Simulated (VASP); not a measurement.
# AlRu (Pmmm) in VASP: notebook

AlRu is run at these levels: PBE; tasks: single point.

Program: VASP 6.6.1. These are calculated values, not measurements. Logs are shortened: lines on timing, memory, paths and dates and some standing lists are left out, and cuts for length are marked.

### 1 The cell of the first run

It takes space group Pmmm (No. 47, orthorhombic). Conventional cell: a = 2.553 Å, b = 3.004 Å, c = 3.455 Å, α = 90.00°, β = 90.00°, γ = 90.00°. Al (site symmetry mmm) has 4 Al at 2.55 to 3.00 Å and 8 Ru at 2.62 Å within 3.4 Å. Ru (site symmetry mmm) has 4 Ru at 2.55 to 3.00 Å and 8 Al at 2.62 Å within 3.4 Å.

### 2 Single point, PBE (strain -0.1500 x Voigt [1, -1, 0, 0, 0, 0])

INCAR

```
SYSTEM = AlRu
  PREC = Accurate
  ENCUT = 520
  EDIFF = 1E-7
  ISMEAR = 0
  SIGMA = 0.15
  LREAL = .False.
  LASPH = .True.
  NELM = 100
  ALGO = Fast
  ISIF = 2
  LWAVE = .False.
  LCHARG = .False.
  GGA = PE
  NBANDS = 16
```

KPOINTS

```
Automatic mesh
0
Gamma
  20 20 20
  0 0 0
```

POSCAR

```
AlRu
1.0
    2.5534720159      0.0000000000      0.0000000000
    0.0000000000      3.4546974333      0.0000000000
    0.0000000000      0.0000000000      3.0040847246
Al Ru
1 1
Direct
    0.0000000000      0.0000000000      0.0000000000
    0.5000000000      0.5000000000      0.5000000000
```

Potentials or basis: VASP PAW PBE potentials, release 64 (Al, Ru_pv).

Launch:

```console
$ cat potpaw_PBE.64/Al/POTCAR potpaw_PBE.64/Ru_pv/POTCAR > POTCAR
$ mpirun -np 1 vasp_std > vasp.out
```

OUTCAR:

```text
SYSTEM = AlRu
   PREC = Accurate
   ENCUT = 520
   EDIFF = 1E-7
   ISMEAR = 0
   LREAL = .False.
   LASPH = .True.
   NELM = 100
   ISIF = 2
   GGA = PE

 ion  position               nearest neighbor table
   1  0.000  0.000  0.000-   2 2.62   2 2.62   2 2.62   2 2.62   2 2.62   2 2.62   2 2.62   2 2.62

   2  0.500  0.500  0.500-   1 2.62   1 2.62   1 2.62   1 2.62   1 2.62   1 2.62   1 2.62   1 2.62

  LATTYP: Found a simple orthorhombic cell.
 ALAT       =     2.5534720159
 B/A-ratio  =     1.1764705882
 C/A-ratio  =     1.3529411765

  Lattice vectors:

 A1 = (  -2.5534720159,   0.0000000000,   0.0000000000)
 A2 = (   0.0000000000,   0.0000000000,   3.0040847246)
 A3 = (   0.0000000000,   3.4546974333,   0.0000000000)

Analysis of symmetry for initial positions (statically):
=====================================================================
 Subroutine PRICEL returns:
 Original cell was already a primitive cell.

 Routine SETGRP: Setting up the symmetry group for a
 simple orthorhombic supercell.

 Subroutine GETGRP returns: Found  8 space group operations
 (whereof  8 operations were pure point group operations)
 out of a pool of  8 trial point group operations.

The static configuration has the point symmetry D_2h.

Analysis of symmetry for dynamics (positions and initial velocities):
=====================================================================
 Subroutine PRICEL returns:
 Original cell was already a primitive cell.

 Routine SETGRP: Setting up the symmetry group for a
 simple orthorhombic supercell.

 Subroutine GETGRP returns: Found  8 space group operations
 (whereof  8 operations were pure point group operations)
 out of a pool of  8 trial point group operations.

The dynamic configuration has the point symmetry D_2h.

 Subroutine INISYM returns: Found  8 space group operations
 (whereof  8 operations are pure point group operations),
 and found     1 'primitive' translations

----------------------------------------------------------------------------------------

                                     Primitive cell

  volume of cell :      26.5005

  direct lattice vectors                    reciprocal lattice vectors
     2.553472016  0.000000000  0.000000000     0.391623638  0.000000000  0.000000000
     0.000000000  3.454697433  0.000000000     0.000000000  0.289460950  0.000000000
     0.000000000  0.000000000  3.004084725     0.000000000  0.000000000  0.332880092

  length of vectors
     2.553472016  3.454697433  3.004084725     0.391623638  0.289460950  0.332880092

  position of ions in fractional coordinates (direct lattice)
     0.000000000  0.000000000  0.000000000
     0.500000000  0.500000000  0.500000000

  ion indices of the primitive-cell ions
   primitive index   ion index
                 1           1
                 2           2

----------------------------------------------------------------------------------------

 KPOINTS: Automatic mesh

Automatic generation of k-mesh.
 Grid dimensions read from file:
 generate k-points for:   20   20   20

 Generating k-lattice:

  Cartesian coordinates                     Fractional coordinates (reciprocal lattice)
     0.019581182  0.000000000  0.000000000     0.050000000  0.000000000  0.000000000
     0.000000000  0.014473047  0.000000000     0.000000000  0.050000000  0.000000000
     0.000000000  0.000000000  0.016644005     0.000000000  0.000000000  0.050000000

  Length of vectors
     0.019581182  0.014473047  0.016644005

  Shift w.r.t. Gamma in fractional coordinates (k-lattice)
     0.000000000  0.000000000  0.000000000

 Subroutine IBZKPT returns following result:
 ===========================================

 Found   1331 irreducible k-points:

 Following reciprocal coordinates:
            Coordinates               Weight
  0.000000  0.000000  0.000000      1.000000
  0.050000  0.000000  0.000000      2.000000
  0.100000  0.000000  0.000000      2.000000
  0.150000  0.000000  0.000000      2.000000
  0.200000  0.000000  0.000000      2.000000
  0.250000  0.000000  0.000000      2.000000
[... 16 lines left out ...]
  0.000000  0.100000  0.000000      2.000000
  0.050000  0.100000  0.000000      4.000000
 [... further k-points ...]
   k-points           NKPTS =   1331   k-points in BZ     NKDIM =   1331   number of bands    NBANDS=     16
   number of dos      NEDOS =    301   number of ions     NIONS =      2
   total plane-waves  NPLWV =  13440
   dimension x,y,z NGX =    20 NGY =   28 NGZ =   24
   dimension x,y,z NGXF=    40 NGYF=   56 NGZF=   48
   ions per type =               1   1
   NGX,Y,Z   is equivalent  to a cutoff of  13.02, 13.47, 13.28 a.u.
   NGXF,Y,Z  is equivalent  to a cutoff of  26.04, 26.95, 26.56 a.u.
 SYSTEM =  AlRu
   PREC   = accura    normal or accurate (medium, high low for compatibility)
   ISTART =      0    job   : 0-new  1-cont  2-samecut
   ICHARG =      2    charge: 1-file 2-atom 10-const
   ISPIN  =      1    spin polarized calculation?
   LNONCOLLINEAR =      F non collinear calculations
   LSORBIT =      F    spin-orbit coupling
   LASPH  =      T    aspherical Exc in radial PAW
   ENCUT  =  520.0 eV  38.22 Ry    6.18 a.u.   4.75  6.42  5.59*2*pi/ulx,y,z
   NELM   =    100;   NELMIN=  2; NELMDL= -5     # of ELM steps
   EDIFF  = 0.1E-06   stopping-criterion for ELM
   LREAL  =      F    real-space projection
   EDIFFG = 0.1E-05   stopping-criterion for IOM
   NSW    =      0    number of steps for IOM
   IBRION =     -1    ionic relax: 0-MD 1-quasi-New 2-CG
   NFREE  =      0    steps in history (QN), initial steepest desc. (CG)
   ISIF   =      2    stress and relaxation
   ISYM   =      2    0-nonsym 1-usesym 2-fastsym
   POTIM  = 0.5000    time-step for ionic-motion
   TEBEG  =    0.0;   TEEND  =   0.0 temperature during run
   PSTRESS=    0.0 pullay stress
   NELECT =      17.0000    total number of electrons
   NUPDOWN=      -1.0000    fix difference up-down
   EMIN   =  10.00;   EMAX   =-10.00  energy-range for DOS
   EFERMI =   0.00;   METHOD = LEGACY
   ISMEAR =     0;   SIGMA  =   0.15  broadening in eV -4-tet -1-fermi 0-gaus
   EFERMI_NEDOS =   21; number of points for ismear=-14 and -15
   IALGO  =     68    algorithm
   IMIX   =      4    mixing-type and parameters
     AMIX     =   0.40;   BMIX     =  1.00
     AMIX_MAG =   1.60;   BMIX_MAG =  1.00
  volume/ion in A,a.u.               =      13.25        89.42
  Fermi-wavevector in a.u.,A,eV,Ry     =   1.411909  2.668121 27.123037  1.993487
  Thomas-Fermi vector in A             =   2.533712
   LORBIT       =      0    0 simple, 1 ext, 2 COOP (PROOUT), +10 PAW based schemes
   GGA     = PE    functional components
   LHFCALC =     F    Hartree Fock is set to
   AEXX    =    0.0000 exact exchange contribution
   IVDW    =     0    specifies the selected vdW correction
   LEPSILON=     F    determine dielectric tensor
   LRPA    =     F    only Hartree local field effects (RPA)
 non-spin polarized calculation
 RMM-DIIS sequential band-by-band and
 Gauss-broadening in eV      SIGMA  =   0.15
  energy-cutoff  :      520.00
  volume of cell :       26.50
 maximum number of plane-waves:       728
 NGX is ok and might be reduce to    20
   NGX =  9   NGY = 13   NGZ = 11

 number of electron      16.9999999 magnetization

 Free energy of the ion-electron system (eV)
  ---------------------------------------------------
  ext. energy  EPLUGINS =         0.00000000
  ---------------------------------------------------
  free energy    TOTEN  =       -13.56875237 eV

  energy without entropy =      -13.54675132  energy(sigma->0) =      -13.55775184

 E-fermi :  11.3574     XC(G=0): -12.6096

 val. band max:       11.3569338886   @ k =   0.0500   0.3500   0.4500
 cond. band min:      11.3574074866   @ k =   0.3500   0.2000   0.4500
 fundamental gap:      0.0004735980
 Fermi energy:        11.3573787106

 k-point     1 :       0.0000    0.0000    0.0000
  band No.  band energies     occupation
      1     -30.9879      2.00000
      2     -30.8844      2.00000
      3     -30.5998      2.00000
      4       1.0577      2.00000
      5       6.8399      2.00000
      6       7.1808      2.00000
[... 8 lines left out ...]
     15      22.9423      0.00000
     16      28.0314      0.00000

 k-point     2 :       0.0500    0.0000    0.0000
  band No.  band energies     occupation
      1     -30.9854      2.00000
      2     -30.8821      2.00000
      3     -30.6229      2.00000
      4       1.1209      2.00000
      5       6.9236      2.00000
      6       7.2141      2.00000
[... 8 lines left out ...]
     15      22.9431      0.00000
     16      28.2096      0.00000

 k-point     3 :       0.1000    0.0000    0.0000
  band No.  band energies     occupation
      1     -30.9781      2.00000
      2     -30.8754      2.00000
      3     -30.6898      2.00000
      4       1.3083      2.00000
      5       7.1598      2.00000
      6       7.3184      2.00000
[... 8 lines left out ...]
     15      22.9439      0.00000
     16      28.4258      0.00000

 k-point     4 :       0.1500    0.0000    0.0000
  band No.  band energies     occupation
      1     -30.9667      2.00000
      2     -30.8649      2.00000
      3     -30.7930      2.00000
      4       1.6138      2.00000
      5       7.4260      2.00000
      6       7.5825      2.00000
[... 8 lines left out ...]
     15      22.9443      0.00000
     16      28.4647      0.00000

 k-point     5 :       0.2000    0.0000    0.0000
  band No.  band energies     occupation
      1     -30.9523      2.00000
      2     -30.9214      2.00000
      3     -30.8516      2.00000
      4       2.0283      2.00000
      5       7.6391      2.00000
      6       8.0225      2.00000
[... 8 lines left out ...]
     15      22.9449      0.00000
     16      27.8004      0.00000

 k-point     6 :       0.2500    0.0000    0.0000
  band No.  band energies     occupation
      1     -31.0618      2.00000
      2     -30.9363      2.00000
      3     -30.8368      2.00000
      4       2.5415      2.00000
      5       7.8767      2.00000
      6       8.4445      2.00000
[... 8 lines left out ...]
     15      22.9461      0.00000
     16      26.6995      0.00000

 k-point     7 :       0.3000    0.0000    0.0000
  band No.  band energies     occupation
      1     -31.2002      2.00000
      2     -30.9203      2.00000
      3     -30.8221      2.00000
      4       3.1412      2.00000
      5       8.1292      2.00000
      6       8.4818      2.00000
[... 8 lines left out ...]
     15      22.9515      0.00000
     16      25.5357      0.00000

 k-point     8 :       0.3500    0.0000    0.0000
  band No.  band energies     occupation
      1     -31.3234      2.00000
      2     -30.9058      2.00000
      3     -30.8087      2.00000
      4       3.8112      2.00000
      5       8.0846      2.00000
      6       8.3669      2.00000
[... 8 lines left out ...]
     15      23.1855      0.00000
     16      24.4327      0.00000

 k-point     9 :       0.4000    0.0000    0.0000
  band No.  band energies     occupation
      1     -31.4200      2.00000
      2     -30.8943      2.00000
      3     -30.7981      2.00000
      4       4.5231      2.00000
      5       7.7925      2.00000
      6       8.1565      2.00000
[... 8 lines left out ...]
     15      23.7984      0.00000
     16      25.4771      0.00000
[... 172 lines left out ...]
 k-point    19 :       0.3500    0.0500    0.0000
  band No.  band energies     occupation
      1     -31.3232      2.00000
      2     -30.9069      2.00000
      3     -30.8086      2.00000
      4       3.8365      2.00000
      5       7.9405      2.00000
      6       8.4269      2.00000
[... 8 lines left out ...]
     15      23.2992      0.00000
     16      24.3713      0.00000

 k-point    20 :       0.4000    0.0500    0.0000
  band No.  band energies     occupation
      1     -31.4199      2.00000
      2     -30.8953      2.00000
      3     -30.7980      2.00000
      4       4.5457      2.00000
      5       7.6006      2.00000
      6       8.3706      2.00000
[... 8 lines left out ...]
     15      23.9510      0.00000
     16      25.3970      0.00000

 k-point    21 :       0.4500    0.0500    0.0000
  band No.  band energies     occupation
      1     -31.4814      2.00000
      2     -30.8879      2.00000
      3     -30.7912      2.00000
      4       5.2265      2.00000
      5       7.2240      2.00000
      6       8.0038      2.00000
[... 8 lines left out ...]
     15      24.5447      0.00000
     16      24.7829      0.00000

 k-point    22 :       0.5000    0.0500    0.0000
  band No.  band energies     occupation
      1     -31.5026      2.00000
      2     -30.8853      2.00000
      3     -30.7888      2.00000
      4       5.5943      2.00000
      5       6.9590      2.00000
      6       7.8661      2.00000
[... 8 lines left out ...]
     15      22.9431      0.00000
     16      24.1548      0.00000

 k-point    23 :       0.0000    0.1000    0.0000
  band No.  band energies     occupation
      1     -30.9928      2.00000
      2     -30.8841      2.00000
      3     -30.5996      2.00000
      4       1.2046      2.00000
      5       6.8215      2.00000
      6       7.1806      2.00000
[... 8 lines left out ...]
     15      22.9422      0.00000
     16      27.8463      0.00000

 k-point    24 :       0.0500    0.1000    0.0000
  band No.  band energies     occupation
      1     -30.9903      2.00000
      2     -30.8818      2.00000
      3     -30.6227      2.00000
      4       1.2670      2.00000
      5       6.9040      2.00000
      6       7.2151      2.00000
[... 8 lines left out ...]
     15      22.9435      0.00000
     16      28.1445      0.00000

 [... further k-points ...]

------------------------ aborting loop because EDIFF is reached ----------------------------------------

  FORCE on cell =-STRESS in cart. coord.  units (eV):
  Direction    XX          YY          ZZ          XY          YZ          ZX
  --------------------------------------------------------------------------------------
  -------------------------------------------------------------------------------------
  Total        6.8871452     -0.0951198      0.0476857      0.0000000      0.0000000      0.0000000
  in kB      416.3863878     -5.7507988      2.8830024      0.0000000      0.0000000      0.0000000
  external PRESSURE =     137.8395304 kB  Pullay stress =       0.0000000 kB

 VOLUME and BASIS-vectors are now :
 -----------------------------------------------------------------------------
  energy-cutoff  :      520.00
  volume of cell :       26.50
      direct lattice vectors                 reciprocal lattice vectors
     2.553472016  0.000000000  0.000000000     0.391623638  0.000000000  0.000000000
     0.000000000  3.454697433  0.000000000     0.000000000  0.289460950  0.000000000
     0.000000000  0.000000000  3.004084725     0.000000000  0.000000000  0.332880092

 POSITION                                       TOTAL-FORCE (eV/Angst)
 -----------------------------------------------------------------------------------
      0.00000      0.00000      0.00000         0.000000      0.000000      0.000000
      1.27674      1.72735      1.50204         0.000000      0.000000      0.000000
 -----------------------------------------------------------------------------------
    total drift:                               -0.000000      0.000000      0.000000

  FREE ENERGIE OF THE ION-ELECTRON SYSTEM (eV)
  ---------------------------------------------------
  free  energy   TOTEN  =       -13.5687523663 eV

  energy  without entropy=      -13.5467513183  energy(sigma->0) =      -13.55775184
```

It took 4.9 min on 1 thread of Intel Xeon Platinum 8488C (Sapphire Rapids), shared host; peak memory 0.61 GiB.

What came out:

```
Free energy : -13.5688 eV
Pressure    : 13.8 GPa
```

Caveat: the cell differs from its parent crystal (strain -0.1500 x Voigt [1, -1, 0, 0, 0, 0]).

### 3 Single point, PBE (strain +0.1312 x Voigt [1, -1, 0, 0, 0, 0])

INCAR

```
PREC = Accurate
ENCUT = 520
EDIFF = 1E-7
ISMEAR = 0
SIGMA = 0.15
LREAL = False
LASPH = True
NELM = 60
ALGO = Fast
ISIF = 2
LWAVE = False
LCHARG = False
GGA = PE
NBANDS = 16
```

KPOINTS

```
Automatic mesh
0
Gamma
  20 20 20
```

POSCAR

```
AlRu
1.0
    3.3982206405      0.0000000000      0.0000000000
    0.0000000000      2.6099488087      0.0000000000
    0.0000000000      0.0000000000      3.0040847246
Al Ru
1 1
Direct
    0.0000000000      0.0000000000      0.0000000000
    0.5000000000      0.5000000000      0.5000000000
```

Potentials or basis: VASP PAW PBE potentials, release 64 (Al, Ru_pv).

Launch:

```console
$ cat potpaw_PBE.64/Al/POTCAR potpaw_PBE.64/Ru_pv/POTCAR > POTCAR
$ mpirun -np 1 vasp_std > vasp.out
```

Run time: 4.3 min. Hardware: 1 thread of Intel Xeon Platinum 8488C (Sapphire Rapids), shared host; peak memory 0.6 GiB.

The run converged. Its results:

- Free energy: -13.7211 eV
- Pressure: 10.3 GPa

Stress tensor (GPa, compression positive):
```
-6.64  0.00  0.00
 0.00 37.02  0.00
 0.00  0.00  0.59
```

Levels at points of the mesh, in eV from the Fermi level:
| k point | band 7 | band 8 | band 9 | band 10 | band 11 | band 12 |
| --- | --- | --- | --- | --- | --- | --- |
| (0.00, 0.00, 0.00) | -0.94 | 0.34 | 0.82 | 2.20 | 5.40 | 8.75 |
| (0.50, 0.00, 0.00) | -2.04 | -0.25 | -0.22 | 0.89 | 7.02 | 10.36 |
| (0.00, 0.50, 0.00) | -2.58 | -2.28 | -0.27 | 4.08 | 7.03 | 7.82 |
| (0.50, 0.50, 0.00) | -2.11 | -1.12 | -0.59 | 0.50 | 5.45 | 6.52 |
| (0.00, 0.00, 0.50) | -3.39 | -0.30 | 0.54 | 1.86 | 6.12 | 7.59 |
| (0.50, 0.00, 0.50) | -2.10 | -0.21 | -0.01 | 0.06 | 3.48 | 4.50 |
| (0.00, 0.50, 0.50) | -2.17 | -1.53 | -0.40 | 1.88 | 6.28 | 6.92 |
| (0.50, 0.50, 0.50) | 0.53 | 2.11 | 2.48 | 3.18 | 3.88 | 4.87 |

Caveat: the cell differs from its parent crystal (strain +0.1312 x Voigt [1, -1, 0, 0, 0, 0]).

### 4 Single point, PBE (strain +0.1125 x Voigt [1, -1, 0, 0, 0, 0])

INCAR

```
ALGO = Fast ; EDIFF = 1E-7
ENCUT = 520 ; GGA = PE
ISIF = 2 ; ISMEAR = 0
LASPH = T ; LCHARG = F
LREAL = F ; LWAVE = F
NBANDS = 16 ; NELM = 80
PREC = Accurate ; SIGMA = 0.15
```

KPOINTS

```
k-points
0
Gamma
  20 20 20
```

POSCAR

```
AlRu
1.0
    3.3420442561      0.0000000000      0.0000000000
    0.0000000000      2.6661251931      0.0000000000
    0.0000000000      0.0000000000      3.0040847246
Al Ru
1 1
Direct
    0.0000000000      0.0000000000      0.0000000000
    0.5000000000      0.5000000000      0.5000000000
```

Launch:

```console
$ cat potpaw_PBE.64/Al/POTCAR potpaw_PBE.64/Ru_pv/POTCAR > POTCAR
$ mpirun -np 1 vasp_std > vasp.out
```

Run time: 4.3 min. Hardware: 1 thread of Intel Xeon Platinum 8488C (Sapphire Rapids), shared host; peak memory 0.61 GiB.

It converged, with:

| Item | Value |
| --- | --- |
| Free energy | -13.8690 eV |
| Pressure | 7.3 GPa |

Stress tensor (GPa, compression positive):
```
-10.62   0.00   0.00
  0.00  31.59   0.00
  0.00   0.00   0.97
```

Levels at points of the mesh, in eV from the Fermi level:
```csv
k point,band 5,band 6,band 7,band 8,band 9,band 10,band 11,band 12,band 13,band 14
"(0.00, 0.00, 0.00)",-4.08,-3.91,-0.76,0.28,0.74,2.72,5.54,9.20,9.75,10.56
"(0.50, 0.00, 0.00)",-6.32,-3.57,-1.94,-0.43,0.14,0.82,7.14,10.51,11.38,11.82
"(0.00, 0.50, 0.00)",-4.43,-3.18,-2.58,-2.09,-0.18,3.87,7.09,8.22,10.62,11.42
"(0.50, 0.50, 0.00)",-3.13,-2.31,-1.89,-1.11,-0.69,0.69,5.61,6.22,10.45,11.82
"(0.00, 0.00, 0.50)",-5.94,-3.40,-3.12,-0.46,0.49,1.95,6.42,8.06,10.73,11.81
"(0.50, 0.00, 0.50)",-3.87,-2.63,-1.95,-0.34,-0.16,0.32,3.72,4.81,11.82,13.59
"(0.00, 0.50, 0.50)",-2.88,-2.63,-2.05,-1.48,-0.53,1.87,6.31,6.69,8.30,11.81
"(0.50, 0.50, 0.50)",-4.91,-4.64,0.68,2.07,2.46,3.29,3.93,4.76,6.46,7.85
```

Caveat: the cell differs from its parent crystal (strain +0.1125 x Voigt [1, -1, 0, 0, 0, 0]).

[end of part 1 of 2]
